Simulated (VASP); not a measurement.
Set up this calculation in VASP 6.6.1, as the native input.

| Quantity | Value |
| --- | --- |
| Task | single point |
| Functional | LDA |
| Potentials or basis | VASP PAW LDA potentials, release 64 (Na_pv) |
| Cutoff | 520 eV |
| k mesh | 16 × 16 × 16 |
| Occupations | gaussian, width 0.15 eV |
| Spin | no spin polarisation |
| Dipole correction | no |
| Further INCAR settings | ALGO = Normal; EDIFF = 1e-06; NBANDS = 10 |

The structure of Na lies in POSCAR:

```
Na
1.0
   -2.0539750000      2.0539750000      2.1810250000
    2.0539750000     -2.0539750000      2.1810250000
    2.0539750000      2.0539750000     -2.1810250000
Na
1
Direct
    0.0000000000      0.0000000000      0.0000000000
```

This cell differs from its parent crystal: strain -0.030 along x and y, +0.030 along z.

One way to write it, as run:

INCAR

```
  ALGO = Normal
  EDIFF = 1E-6
  ENCUT = 520
  ISIF = 2
  ISMEAR = 0
  LASPH = True
  LCHARG = False
  LREAL = False
  LWAVE = False
  NBANDS = 10
  NELM = 100
  PREC = Accurate
  SIGMA = 0.15
```

KPOINTS

```
k-points
0
Gamma
  16 16 16
```

Potentials or basis: VASP PAW LDA potentials, release 64 (Na_pv).

Command:

```console
$ cat potpaw_LDA.64/Na_pv/POTCAR > POTCAR
$ mpirun -np 1 vasp_std > vasp.out
```

It gave:

- Pressure: -0.8 GPa

Caveat: the cell differs from its parent crystal (strain -0.030 along x and y, +0.030 along z).

It took 26 s on 1 thread of Intel(R) Xeon(R) 6975P-C (Granite Rapids), on a shared host, peak memory 0.21 GiB.
